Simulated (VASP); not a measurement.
# HgTe (Coloradoite) (F-43m) in VASP: notebook

Aim: see how the results for HgTe (Coloradoite) move with the level of theory and the settings. Levels: PBE, revPBE. Tasks: single point.

Program: VASP 6.6.1. These are calculated values, not measurements. Logs are shortened: lines on timing, memory, paths and dates and some standing lists are left out, and cuts for length are marked.

**1. The cell of the first run**

It takes space group F-43m (No. 216, cubic). The conventional cell has a = 6.429 Å, b = 6.429 Å, c = 6.429 Å, α = 90.00°, β = 90.00°, γ = 90.00°. Within 3.7 Å of Hg (site symmetry -43m) lie 4 Te at 2.78 Å. Within 3.7 Å of Te (site symmetry -43m) lie 4 Hg at 2.78 Å.

**2. Single point, PBE**

INCAR reads:

```
SYSTEM = HgTe
PREC = Accurate
ENCUT = 520
EDIFF = 1E-7
ISMEAR = 1
SIGMA = 0.05
LREAL = .FALSE.
LASPH = .TRUE.
NELM = 100
ALGO = Normal
ISIF = 2
LWAVE = .FALSE.
LCHARG = .FALSE.
GGA = PE
NBANDS = 16
```

KPOINTS reads:

```
regular mesh
0
G
  6 6 6
  0 0 0
```

POSCAR reads:

```
HgTe
1.0
    0.0000000000      3.2145000000      3.2145000000
    3.2145000000      0.0000000000      3.2145000000
    3.2145000000      3.2145000000      0.0000000000
Hg Te
1 1
Direct
    0.0000000000      0.0000000000      0.0000000000
    0.7500000000      0.7500000000      0.7500000000
```

Potentials or basis: VASP PAW PBE potentials, release 64 (Hg, Te).

Command:

```sh
$ cat potpaw_PBE.64/Hg/POTCAR potpaw_PBE.64/Te/POTCAR > POTCAR
$ mpirun -np 1 vasp_std > vasp.out
```

OUTCAR:

```text
SYSTEM = HgTe
   PREC = Accurate
   ENCUT = 520
   EDIFF = 1E-7
   ISMEAR = 1
   LREAL = .FALSE.
   LASPH = .TRUE.
   NELM = 100
   ISIF = 2
   GGA = PE

 ion  position               nearest neighbor table
   1  0.000  0.000  0.000-   2 2.78   2 2.78   2 2.78   2 2.78
   2  0.750  0.750  0.750-   1 2.78   1 2.78   1 2.78   1 2.78

  LATTYP: Found a face centered cubic cell.
 ALAT       =     6.4290000000

  Lattice vectors:

 A1 = (   0.0000000000,   3.2145000000,   3.2145000000)
 A2 = (   3.2145000000,   0.0000000000,   3.2145000000)
 A3 = (   3.2145000000,   3.2145000000,   0.0000000000)

Analysis of symmetry for initial positions (statically):
=====================================================================
 Subroutine PRICEL returns:
 Original cell was already a primitive cell.

 Routine SETGRP: Setting up the symmetry group for a
 face centered cubic supercell.

 Subroutine GETGRP returns: Found 24 space group operations
 (whereof 24 operations were pure point group operations)
 out of a pool of 48 trial point group operations.

The static configuration has the point symmetry T_d .

Analysis of symmetry for dynamics (positions and initial velocities):
=====================================================================
 Subroutine PRICEL returns:
 Original cell was already a primitive cell.

 Routine SETGRP: Setting up the symmetry group for a
 face centered cubic supercell.

 Subroutine GETGRP returns: Found 24 space group operations
 (whereof 24 operations were pure point group operations)
 out of a pool of 48 trial point group operations.

The dynamic configuration has the point symmetry T_d .

 Subroutine INISYM returns: Found 24 space group operations
 (whereof 24 operations are pure point group operations),
 and found     1 'primitive' translations

----------------------------------------------------------------------------------------

                                     Primitive cell

  volume of cell :      66.4309

  direct lattice vectors                    reciprocal lattice vectors
     0.000000000  3.214500000  3.214500000    -0.155545186  0.155545186  0.155545186
     3.214500000  0.000000000  3.214500000     0.155545186 -0.155545186  0.155545186
     3.214500000  3.214500000  0.000000000     0.155545186  0.155545186 -0.155545186

  length of vectors
     4.545989496  4.545989496  4.545989496     0.269412165  0.269412165  0.269412165

  position of ions in fractional coordinates (direct lattice)
     0.000000000  0.000000000  0.000000000
     0.750000000  0.750000000  0.750000000

  ion indices of the primitive-cell ions
   primitive index   ion index
                 1           1
                 2           2

----------------------------------------------------------------------------------------

 KPOINTS: regular mesh

Automatic generation of k-mesh.
 Grid dimensions read from file:
 generate k-points for:    6    6    6

 Generating k-lattice:

  Cartesian coordinates                     Fractional coordinates (reciprocal lattice)
    -0.025924198  0.025924198  0.025924198     0.166666667  0.000000000  0.000000000
     0.025924198 -0.025924198  0.025924198     0.000000000  0.166666667  0.000000000
     0.025924198  0.025924198 -0.025924198     0.000000000  0.000000000  0.166666667

  Length of vectors
     0.044902027  0.044902027  0.044902027

  Shift w.r.t. Gamma in fractional coordinates (k-lattice)
     0.000000000  0.000000000  0.000000000

 Subroutine IBZKPT returns following result:
 ===========================================

 Found     16 irreducible k-points:

 Following reciprocal coordinates:
            Coordinates               Weight
  0.000000  0.000000  0.000000      1.000000
  0.166667  0.000000  0.000000      8.000000
  0.333333  0.000000  0.000000      8.000000
  0.500000  0.000000  0.000000      4.000000
  0.166667  0.166667  0.000000      6.000000
  0.333333  0.166667  0.000000     24.000000
[... 8 lines left out ...]
 -0.333333  0.333333  0.166667     24.000000
 -0.333333  0.500000  0.166667     12.000000
   k-points           NKPTS =     16   k-points in BZ     NKDIM =     16   number of bands    NBANDS=     16
   number of dos      NEDOS =    301   number of ions     NIONS =      2
   total plane-waves  NPLWV =  46656
   dimension x,y,z NGX =    36 NGY =   36 NGZ =   36
   dimension x,y,z NGXF=    72 NGYF=   72 NGZF=   72
   ions per type =               1   1
   NGX,Y,Z   is equivalent  to a cutoff of  13.17, 13.17, 13.17 a.u.
   NGXF,Y,Z  is equivalent  to a cutoff of  26.33, 26.33, 26.33 a.u.
 SYSTEM =  HgTe
   PREC   = accura    normal or accurate (medium, high low for compatibility)
   ISTART =      0    job   : 0-new  1-cont  2-samecut
   ICHARG =      2    charge: 1-file 2-atom 10-const
   ISPIN  =      1    spin polarized calculation?
   LNONCOLLINEAR =      F non collinear calculations
   LSORBIT =      F    spin-orbit coupling
   LASPH  =      T    aspherical Exc in radial PAW
   ENCUT  =  520.0 eV  38.22 Ry    6.18 a.u.   8.45  8.45  8.45*2*pi/ulx,y,z
   NELM   =    100;   NELMIN=  2; NELMDL= -5     # of ELM steps
   EDIFF  = 0.1E-06   stopping-criterion for ELM
   LREAL  =      F    real-space projection
   EDIFFG = 0.1E-05   stopping-criterion for IOM
   NSW    =      0    number of steps for IOM
   IBRION =     -1    ionic relax: 0-MD 1-quasi-New 2-CG
   NFREE  =      0    steps in history (QN), initial steepest desc. (CG)
   ISIF   =      2    stress and relaxation
   ISYM   =      2    0-nonsym 1-usesym 2-fastsym
   POTIM  = 0.5000    time-step for ionic-motion
   TEBEG  =    0.0;   TEEND  =   0.0 temperature during run
   PSTRESS=    0.0 pullay stress
   NELECT =      18.0000    total number of electrons
   NUPDOWN=      -1.0000    fix difference up-down
   EMIN   =  10.00;   EMAX   =-10.00  energy-range for DOS
   EFERMI =   0.00;   METHOD = LEGACY
   ISMEAR =     1;   SIGMA  =   0.05  broadening in eV -4-tet -1-fermi 0-gaus
   EFERMI_NEDOS =   21; number of points for ismear=-14 and -15
   IALGO  =     38    algorithm
   IMIX   =      4    mixing-type and parameters
     AMIX     =   0.40;   BMIX     =  1.00
     AMIX_MAG =   1.60;   BMIX_MAG =  1.00
  volume/ion in A,a.u.               =      33.22       224.15
  Fermi-wavevector in a.u.,A,eV,Ry     =   1.059357  2.001894 15.268958  1.122237
  Thomas-Fermi vector in A             =   2.194699
   LORBIT       =      0    0 simple, 1 ext, 2 COOP (PROOUT), +10 PAW based schemes
   GGA     = PE    functional components
   LHFCALC =     F    Hartree Fock is set to
   AEXX    =    0.0000 exact exchange contribution
   IVDW    =     0    specifies the selected vdW correction
   LEPSILON=     F    determine dielectric tensor
   LRPA    =     F    only Hartree local field effects (RPA)
 non-spin polarized calculation
 Methfessel and Paxton  Order N= 1 SIGMA  =   0.05
  energy-cutoff  :      520.00
  volume of cell :       66.43
 maximum number of plane-waves:      1820
 NGX is ok and might be reduce to    36
   NGX = 17   NGY = 17   NGZ = 17

 number of electron      18.0000000 magnetization

 Free energy of the ion-electron system (eV)
  ---------------------------------------------------
  ext. energy  EPLUGINS =         0.00000000
  ---------------------------------------------------
  free energy    TOTEN  =        -3.54368214 eV

  energy without entropy =       -3.54350929  energy(sigma->0) =       -3.54362452

 E-fermi :   3.2878     XC(G=0):  -8.8156

 val. band max:        3.2777620695   @ k =   0.0000   0.0000   0.0000
 cond. band min:       3.9819695717   @ k =   0.5000   0.0000   0.0000
 fundamental gap:      0.7042075021
 Fermi energy:         3.2878321312

 k-point     1 :       0.0000    0.0000    0.0000
  band No.  band energies     occupation
      1      -8.8279      2.00000
      2      -4.1788      2.00000
      3      -4.1788      2.00000
      4      -4.1788      2.00000
      5      -3.6297      2.00000
      6      -3.6297      2.00000
[... 8 lines left out ...]
     15      12.8508      0.00000
     16      12.8508      0.00000

 k-point     2 :       0.1667    0.0000    0.0000
  band No.  band energies     occupation
      1      -8.6904      2.00000
      2      -4.1414      2.00000
      3      -4.1414      2.00000
      4      -4.1227      2.00000
      5      -3.6327      2.00000
      6      -3.6327      2.00000
[... 8 lines left out ...]
     15      11.8399      0.00000
     16      11.8399      0.00000

 k-point     3 :       0.3333    0.0000    0.0000
  band No.  band energies     occupation
      1      -8.3947      2.00000
      2      -4.0765      2.00000
      3      -4.0765      2.00000
      4      -3.8268      2.00000
      5      -3.6232      2.00000
      6      -3.6232      2.00000
[... 8 lines left out ...]
     15      12.1601      0.00000
     16      12.1601      0.00000

 k-point     4 :       0.5000    0.0000    0.0000
  band No.  band energies     occupation
      1      -8.2357      2.00000
      2      -4.0514      2.00000
      3      -4.0514      2.00000
      4      -3.6078      2.00000
      5      -3.6078      2.00000
      6      -3.3126      2.00000
[... 8 lines left out ...]
     15      13.3433      0.00000
     16      13.3433      0.00000
[... 172 lines left out ...]
 k-point    14 :       0.5000    0.3333    0.1667
  band No.  band energies     occupation
      1      -8.1901      2.00000
      2      -4.0048      2.00000
      3      -3.9740      2.00000
      4      -3.7929      2.00000
      5      -3.6053      2.00000
      6      -3.4823      2.00000
[... 8 lines left out ...]
     15      13.5643      0.00000
     16      14.3906      0.00000

 k-point    15 :      -0.3333    0.3333    0.1667
  band No.  band energies     occupation
      1      -8.0823      2.00000
      2      -3.9793      2.00000
      3      -3.9404      2.00000
      4      -3.6819      2.00000
      5      -3.6417      2.00000
      6      -3.1503      2.00000
[... 8 lines left out ...]
     15      13.6620      0.00000
     16      14.3290      0.00000

 k-point    16 :      -0.3333    0.5000    0.1667
  band No.  band energies     occupation
      1      -8.0287      2.00000
      2      -3.9610      2.00000
      3      -3.8823      2.00000
      4      -3.7559      2.00000
      5      -3.6125      2.00000
      6      -3.0235      2.00000
[... 8 lines left out ...]
     15      14.1908      0.00000
     16      14.4846      0.00000

------------------------ aborting loop because EDIFF is reached ----------------------------------------

  FORCE on cell =-STRESS in cart. coord.  units (eV):
  Direction    XX          YY          ZZ          XY          YZ          ZX
  --------------------------------------------------------------------------------------
  -------------------------------------------------------------------------------------
  Total        1.9429585      1.9429585      1.9429585      0.0000000     -0.0000000      0.0000000
  in kB       46.8601648     46.8601648     46.8601648      0.0000000     -0.0000000      0.0000000
  external PRESSURE =      46.8601648 kB  Pullay stress =       0.0000000 kB

 VOLUME and BASIS-vectors are now :
 -----------------------------------------------------------------------------
  energy-cutoff  :      520.00
  volume of cell :       66.43
      direct lattice vectors                 reciprocal lattice vectors
     0.000000000  3.214500000  3.214500000    -0.155545186  0.155545186  0.155545186
     3.214500000  0.000000000  3.214500000     0.155545186 -0.155545186  0.155545186
     3.214500000  3.214500000  0.000000000     0.155545186  0.155545186 -0.155545186

 POSITION                                       TOTAL-FORCE (eV/Angst)
 -----------------------------------------------------------------------------------
      0.00000      0.00000      0.00000        -0.000000      0.000000      0.000000
      4.82175      4.82175      4.82175         0.000000     -0.000000     -0.000000
 -----------------------------------------------------------------------------------
    total drift:                                0.000000      0.000000      0.000000

  FREE ENERGIE OF THE ION-ELECTRON SYSTEM (eV)
  ---------------------------------------------------
  free  energy   TOTEN  =        -3.5436821419 eV

  energy  without entropy=       -3.5435092906  energy(sigma->0) =       -3.54362452
```

Wall time 20 s (1 thread of Intel Xeon Platinum 8259CL at 2.50GHz (Skylake/Cascade Lake), shared host); peak memory 0.2 GiB.

Results:

```
Free energy            : -3.5437 eV
Pressure               : 4.7 GPa
Band gap on the k mesh : zero (filled and empty bands touch)
```

Caveat: spin-orbit coupling is left out, which moves the levels of the heavy elements.

**3. Single point, revPBE**

INCAR reads:

```
ALGO = Normal ; EDIFF = 1E-7
ENCUT = 520 ; GGA = RE
ISIF = 2 ; ISMEAR = -1
LASPH = T ; LCHARG = F
LREAL = F ; LWAVE = F
NBANDS = 16 ; NELM = 80
PREC = Accurate ; SIGMA = 0.05
```

KPOINTS reads:

```
k-points
0
Gamma
  7 7 7
```

POSCAR is that of step 2.

Potentials or basis: VASP PAW PBE potentials, release 64 (Hg, Te).

Command:

```sh
$ cat potpaw_PBE.64/Hg/POTCAR potpaw_PBE.64/Te/POTCAR > POTCAR
$ mpirun -np 1 vasp_std > vasp.out
```

Wall time 22 s (1 thread of Intel Xeon Platinum 8259CL at 2.50GHz (Skylake/Cascade Lake), shared host); peak memory 0.21 GiB.

Results (log left out):

| Property | Result |
| --- | --- |
| Free energy | -2.8750 eV |
| Pressure | 5.9 GPa |
| Band gap on the k mesh | zero (filled and empty bands touch) |

Levels at points of the mesh, in eV from the Fermi level:
| k point | band 5 | band 6 | band 7 | band 8 | band 9 | band 10 | band 11 | band 12 | band 13 | band 14 |
| --- | --- | --- | --- | --- | --- | --- | --- | --- | --- | --- |
| (0.00, 0.00, 0.00) | -6.95 | -6.95 | -0.65 | -0.04 | -0.04 | -0.04 | 4.19 | 4.19 | 4.19 | 6.63 |

Caveat: the PAW data sets were made with another functional, which shifts forces and pressure a little; spin-orbit coupling is left out, which moves the levels of the heavy elements.
